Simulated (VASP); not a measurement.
# ZnS in VASP: notebook, part 2 of 3

VASP 6.6.1. The steps go on from the part before.

## Step 3: Single point, PBE (atoms displaced along a vibrational mode)

Input file INCAR:

```
SYSTEM = ZnS
  ALGO = Normal
  EDIFF = 1E-6
  ENCUT = 520
  GGA = PE
  ISIF = 2
  ISMEAR = 0
  LASPH = .TRUE.
  LCHARG = .TRUE.
  LELF = .TRUE.
  LREAL = .FALSE.
  LVHAR = .TRUE.
  LWAVE = .FALSE.
  NBANDS = 26
  NELM = 100
  PREC = Accurate
  SIGMA = 0.05
```

Input file KPOINTS:

```
k-points
0
G
  9 9 4
  0 0 0
```

Input file POSCAR:

```
ZnS
1.0
    3.8455587354      0.0000000000      0.0000000000
   -1.9227793677      3.3303515566      0.0000000000
    0.0000000000      0.0000000000      6.3037246812
Zn S
2 2
Direct
    0.3091498443      0.6862742063      0.0052003729
    0.6908501557      0.3137257937      0.5052003729
    0.3528760036      0.6508218197      0.3797996271
    0.6471239964      0.3491781803      0.8797996271
```

Potentials or basis: VASP PAW PBE potentials, release 64 (Zn, S).

Command:

```
$ cat potpaw_PBE.64/Zn/POTCAR potpaw_PBE.64/S/POTCAR > POTCAR
$ mpirun -np 1 vasp_std > vasp.out
```

OUTCAR:

```text
SYSTEM = ZnS
   EDIFF = 1E-6
   ENCUT = 520
   GGA = PE
   ISIF = 2
   ISMEAR = 0
   LASPH = .TRUE.
   LREAL = .FALSE.
   NELM = 100
   PREC = Accurate

 ion  position               nearest neighbor table
   1  0.309  0.686  0.005-   4 2.34   4 2.35   3 2.38   4 2.38
   2  0.691  0.314  0.505-   3 2.34   3 2.35   4 2.38   3 2.38
   3  0.353  0.651  0.380-   2 2.34   2 2.35   1 2.38   2 2.38
   4  0.647  0.349  0.880-   1 2.34   1 2.35   2 2.38   1 2.38

  LATTYP: Found a hexagonal cell.
 ALAT       =     3.8455587354
 C/A-ratio  =     1.6392220520

  Lattice vectors:

 A1 = (   3.8455587354,   0.0000000000,   0.0000000000)
 A2 = (  -1.9227793677,   3.3303515566,   0.0000000000)
 A3 = (   0.0000000000,   0.0000000000,   6.3037246812)

Analysis of symmetry for initial positions (statically):
=====================================================================
 Subroutine PRICEL returns:
 Original cell was already a primitive cell.

 Routine SETGRP: Setting up the symmetry group for a
 hexagonal supercell.

 Subroutine GETGRP returns: Found  2 space group operations
 (whereof  1 operations were pure point group operations)
 out of a pool of 24 trial point group operations.

The static configuration has the point symmetry C_1 .
 The point group associated with its full space group is C_2 .

Analysis of symmetry for dynamics (positions and initial velocities):
=====================================================================
 Subroutine PRICEL returns:
 Original cell was already a primitive cell.

 Routine SETGRP: Setting up the symmetry group for a
 hexagonal supercell.

 Subroutine GETGRP returns: Found  2 space group operations
 (whereof  1 operations were pure point group operations)
 out of a pool of 24 trial point group operations.
[... 121 lines left out ...]
   ISMEAR =     0;   SIGMA  =   0.05  broadening in eV -4-tet -1-fermi 0-gaus
   EFERMI_NEDOS =   21; number of points for ismear=-14 and -15
   IALGO  =     38    algorithm
   IMIX   =      4    mixing-type and parameters
     AMIX     =   0.40;   BMIX     =  1.00
     AMIX_MAG =   1.60;   BMIX_MAG =  1.00
  volume/ion in A,a.u.               =      20.18       136.20
  Fermi-wavevector in a.u.,A,eV,Ry     =   1.250720  2.363518 21.283599  1.564300
  Thomas-Fermi vector in A             =   2.384701
   LORBIT       =      0    0 simple, 1 ext, 2 COOP (PROOUT), +10 PAW based schemes
   GGA     = PE    functional components
   LHFCALC =     F    Hartree Fock is set to
   AEXX    =    0.0000 exact exchange contribution
   IVDW    =     0    specifies the selected vdW correction
   LEPSILON=     F    determine dielectric tensor
   LRPA    =     F    only Hartree local field effects (RPA)
 non-spin polarized calculation
 Gauss-broadening in eV      SIGMA  =   0.05
  energy-cutoff  :      520.00
  volume of cell :       80.73
 maximum number of plane-waves:      2208
 NGX is ok and might be reduce to    30
   NGX = 15   NGY = 15   NGZ = 23

 number of electron      35.9999990 magnetization

 Free energy of the ion-electron system (eV)
  ---------------------------------------------------
  ext. energy  EPLUGINS =         0.00000000
  ---------------------------------------------------
  free energy    TOTEN  =       -13.66068184 eV

  energy without entropy =      -13.66068184  energy(sigma->0) =      -13.66068184

 E-fermi :   2.1872     XC(G=0):  -9.5237

 val. band max:        1.9377227146   @ k =   0.0000   0.0000   0.0000
 cond. band min:       3.9698901661   @ k =   0.0000   0.0000   0.0000
 fundamental gap:      2.0321674515
 Fermi energy:         2.1871501534

 k-point     1 :       0.0000    0.0000    0.0000
  band No.  band energies     occupation
      1     -11.0843      2.00000
      2     -10.1900      2.00000
      3      -4.3616      2.00000
      4      -4.3463      2.00000
      5      -4.2963      2.00000
      6      -4.2463      2.00000
[... 685 lines left out ...]
     25      10.8899      0.00000
     26      11.4144      0.00000

 [... further k-points ...]

------------------------ aborting loop because EDIFF is reached ----------------------------------------

  FORCE on cell =-STRESS in cart. coord.  units (eV):
  Direction    XX          YY          ZZ          XY          YZ          ZX
  --------------------------------------------------------------------------------------
  -------------------------------------------------------------------------------------
  Total        0.0877954      0.0037490     -0.1209161     -0.0954661      0.0000000      0.0000000
  in kB        1.7423507      0.0744007     -2.3996500     -1.8945793      0.0000000      0.0000000
  external PRESSURE =      -0.1942995 kB  Pullay stress =       0.0000000 kB

 VOLUME and BASIS-vectors are now :
 -----------------------------------------------------------------------------
  energy-cutoff  :      520.00
  volume of cell :       80.73
      direct lattice vectors                 reciprocal lattice vectors
     3.845558735  0.000000000  0.000000000     0.260040236  0.150134300  0.000000000
    -1.922779368  3.330351557  0.000000000     0.000000000  0.300268600  0.000000000
     0.000000000  0.000000000  6.303724681     0.000000000  0.000000000  0.158636370

 POSITION                                       TOTAL-FORCE (eV/Angst)
 -----------------------------------------------------------------------------------
     -0.13070      2.28553      0.03278         0.146473     -0.070521      0.047479
      2.05348      1.04482      3.18464        -0.146473      0.070521      0.047479
      0.10562      2.16747      2.39415        -0.071303      0.037669     -0.047479
      1.81716      1.16289      5.54601         0.071303     -0.037669     -0.047479
 -----------------------------------------------------------------------------------
    total drift:                               -0.000000     -0.000000     -0.000319

  FREE ENERGIE OF THE ION-ELECTRON SYSTEM (eV)
  ---------------------------------------------------
  free  energy   TOTEN  =       -13.6606818406 eV

  energy  without entropy=      -13.6606818406  energy(sigma->0) =      -13.66068184
```

stdout:

```text
POSCAR found type information on POSCAR ZnS
 POSCAR found :  2 types and       4 ions
 scaLAPACK will be used
 LDA part: xc-table for (Slater+PW92), standard interpolation
 POSCAR, INCAR and KPOINTS ok, starting setup
 FFT: planning ... GRIDC
 FFT: planning ... GRID_SOFT
 FFT: planning ... GRID
 WAVECAR not read
 entering main loop
```

Wall time 2 min (1 thread of Intel Xeon 6975P-C (Granite Rapids), shared host); peak memory 0.34 GiB.

Results:

| Quantity | Value |
| --- | --- |
| Free energy | -13.6607 eV |
| Pressure | 0.0 GPa |
| Largest force | 0.169 eV/Å |
| Band gap on the k mesh | 2.03 eV |

Forces in eV/Å, atoms in the order of the input:
```
Zn   0.146 -0.071  0.047
Zn  -0.146  0.071  0.047
S   -0.071  0.038 -0.047
S    0.071 -0.038 -0.047
```

Caveat: the cell differs from its parent crystal (atoms displaced along a vibrational mode).

## Step 4: Single point, PBE (atoms displaced along a vibrational mode)

Input file INCAR:

```
  PREC = Accurate
  ENCUT = 520
  EDIFF = 1E-6
  ISMEAR = 0
  SIGMA = 0.05
  LREAL = F
  LASPH = T
  NELM = 100
  ALGO = Normal
  ISIF = 2
  LWAVE = F
  LCHARG = F
  GGA = PE
  NBANDS = 26
```

Input file KPOINTS:

```
Automatic mesh
0
Gamma
  9 9 4
```

Input file POSCAR:

```
ZnS
1.0
    3.8455587354      0.0000000000      0.0000000000
   -1.9227793677      3.3303515566      0.0000000000
    0.0000000000      0.0000000000      6.3037246812
Zn S
2 2
Direct
    0.3039070105      0.6078140210      0.0052003729
    0.6960929895      0.3921859790      0.5052003729
    0.3571127361      0.7142254721      0.3797996271
    0.6428872639      0.2857745279      0.8797996271
```

Command:

```
$ cat potpaw_PBE.64/Zn/POTCAR potpaw_PBE.64/S/POTCAR > POTCAR
$ mpirun -np 1 vasp_std > vasp.out
```

It took 91 s on 1 thread of Intel Xeon 6975P-C (Granite Rapids), shared host; peak memory 0.28 GiB.

The run converged. Its results:

```
Free energy            : -13.6338 eV
Pressure               : -0.1 GPa
Largest force          : 0.231 eV/Å
Band gap on the k mesh : 2.02 eV
```

Forces in eV/Å, atoms in the order of the input:
```
Zn   0.000  0.216  0.081
Zn   0.000 -0.216  0.081
S    0.000 -0.117 -0.081
S    0.000  0.117 -0.081
```

Stress tensor (GPa, compression positive):
```
-0.19  0.00  0.00
 0.00  0.29  0.00
 0.00  0.00 -0.53
```

Levels at points of the mesh, in eV from the valence-band top:
```csv
k point,band 14,band 15,band 16,band 17,band 18,band 19,band 20,band 21,band 22,band 23
"(0.00, 0.00, 0.00)",-0.89,-0.79,-0.10,-0.05,0.00,2.02,3.07,6.01,6.51,6.69
"(0.00, 0.00, 0.50)",-2.81,-0.50,-0.50,-0.42,-0.42,3.43,3.43,6.49,6.49,6.79
```

Caveat: the cell differs from its parent crystal (atoms displaced along a vibrational mode).

## Step 5: Single point, PBE (atoms displaced along a vibrational mode)

Input file INCAR:

```
PREC     = Accurate       # precision mode
ENCUT    = 520            # plane-wave cutoff, eV
EDIFF    = 1E-7           # SCF threshold, eV
ISMEAR   = 0              # smearing method
SIGMA    = 0.05           # smearing width, eV
LREAL    = F              # projectors in reciprocal space
LASPH    = T              # aspherical terms in the spheres
NELM     = 80             # most SCF steps
ALGO     = Normal         # electronic algorithm
ISIF     = 2              # what is computed and relaxed
LWAVE    = F              # write WAVECAR
LCHARG   = F              # write CHGCAR
GGA      = PE             # functional
NBANDS   = 26             # bands
```

KPOINTS is that of step 4.

Input file POSCAR:

```
ZnS
1.0
    3.8455587354      0.0000000000      0.0000000000
   -1.9227793677      3.3303515566      0.0000000000
    0.0000000000      0.0000000000      6.3037246812
Zn S
2 2
Direct
    0.3137107803      0.6274215606      0.0052003729
    0.6862892197      0.3725784394      0.5052003729
    0.3491903126      0.6983806252      0.3797996271
    0.6508096874      0.3016193748      0.8797996271
```

Potentials or basis: VASP PAW PBE potentials, release 64 (Zn, S).

Command:

```
$ cat potpaw_PBE.64/Zn/POTCAR potpaw_PBE.64/S/POTCAR > POTCAR
$ mpirun -np 1 vasp_std > vasp.out
```

OUTCAR:

```text
PREC = Accurate
   ENCUT = 520
   EDIFF = 1E-7
   ISMEAR = 0
   LREAL = F
   LASPH = T
   NELM = 80
   ISIF = 2
   GGA = PE

 ion  position               nearest neighbor table
   1  0.314  0.627  0.005-   4 2.35   4 2.35   3 2.37   4 2.38
   2  0.686  0.373  0.505-   3 2.35   3 2.35   4 2.37   3 2.38
   3  0.349  0.698  0.380-   2 2.35   2 2.35   1 2.37   2 2.38
   4  0.651  0.302  0.880-   1 2.35   1 2.35   2 2.37   1 2.38

  LATTYP: Found a hexagonal cell.
 ALAT       =     3.8455587354
 C/A-ratio  =     1.6392220520

  Lattice vectors:

 A1 = (   3.8455587354,   0.0000000000,   0.0000000000)
 A2 = (  -1.9227793677,   3.3303515566,   0.0000000000)
 A3 = (   0.0000000000,   0.0000000000,   6.3037246812)

Analysis of symmetry for initial positions (statically):
=====================================================================
 Subroutine PRICEL returns:
 Original cell was already a primitive cell.

 Routine SETGRP: Setting up the symmetry group for a
 hexagonal supercell.

 Subroutine GETGRP returns: Found  4 space group operations
[... 171 lines left out ...]

 E-fermi :   2.1801     XC(G=0):  -9.5223

 val. band max:        1.9379690001   @ k =   0.0000   0.0000   0.0000
 cond. band min:       3.9752703159   @ k =   0.0000   0.0000   0.0000
 fundamental gap:      2.0373013158
 Fermi energy:         2.1800555552

 k-point     1 :       0.0000    0.0000    0.0000
  band No.  band energies     occupation
      1     -11.0861      2.00000
      2     -10.1927      2.00000
      3      -4.3586      2.00000
      4      -4.3457      2.00000
      5      -4.2998      2.00000
      6      -4.2477      2.00000
[... 685 lines left out ...]
     25      11.0539      0.00000
     26      11.4545      0.00000

 [... further k-points ...]

------------------------ aborting loop because EDIFF is reached ----------------------------------------

  FORCE on cell =-STRESS in cart. coord.  units (eV):
  Direction    XX          YY          ZZ          XY          YZ          ZX
  --------------------------------------------------------------------------------------
  -------------------------------------------------------------------------------------
  Total       -0.0397153      0.1534771     -0.0751460      0.0000000      0.0000000      0.0000000
  in kB       -0.7881728      3.0458426     -1.4913153      0.0000000      0.0000000      0.0000000
  external PRESSURE =       0.2554515 kB  Pullay stress =       0.0000000 kB

 VOLUME and BASIS-vectors are now :
 -----------------------------------------------------------------------------
  energy-cutoff  :      520.00
  volume of cell :       80.73
      direct lattice vectors                 reciprocal lattice vectors
     3.845558735  0.000000000  0.000000000     0.260040236  0.150134300  0.000000000
    -1.922779368  3.330351557  0.000000000     0.000000000  0.300268600  0.000000000
     0.000000000  0.000000000  6.303724681     0.000000000  0.000000000  0.158636370

 POSITION                                       TOTAL-FORCE (eV/Angst)
 -----------------------------------------------------------------------------------
      0.00000      2.08953      0.03278        -0.000000      0.146420      0.038615
      1.92278      1.24082      3.18464         0.000000     -0.146420      0.038615
      0.00000      2.32585      2.39415         0.000000     -0.070596     -0.038615
      1.92278      1.00450      5.54601        -0.000000      0.070596     -0.038615
 -----------------------------------------------------------------------------------
    total drift:                                0.000000      0.000000     -0.000466

  FREE ENERGIE OF THE ION-ELECTRON SYSTEM (eV)
  ---------------------------------------------------
  free  energy   TOTEN  =       -13.6673374773 eV

  energy  without entropy=      -13.6673374773  energy(sigma->0) =      -13.66733748
```

stdout:

```text
POSCAR found type information on POSCAR ZnS
 POSCAR found :  2 types and       4 ions
 scaLAPACK will be used
 LDA part: xc-table for (Slater+PW92), standard interpolation
 POSCAR, INCAR and KPOINTS ok, starting setup
 FFT: planning ... GRIDC
 FFT: planning ... GRID_SOFT
 FFT: planning ... GRID
 WAVECAR not read
 entering main loop
```

Wall time 94 s (1 thread of Intel Xeon 6975P-C (Granite Rapids), shared host); peak memory 0.27 GiB.

What came out:

* Free energy: -13.6673 eV
* Pressure: 0.0 GPa
* Largest force: 0.151 eV/Å
* Band gap on the k mesh: 2.04 eV

Forces in eV/Å, atoms in the order of the input:
```
Zn   0.000  0.146  0.039
Zn   0.000 -0.146  0.039
S    0.000 -0.071 -0.039
S    0.000  0.071 -0.039
```

Stress tensor (GPa, compression positive):
```
-0.08  0.00  0.00
 0.00  0.30  0.00
 0.00  0.00 -0.15
```

Caveat: the cell differs from its parent crystal (atoms displaced along a vibrational mode).

(Part 2 of 3 ends here.)
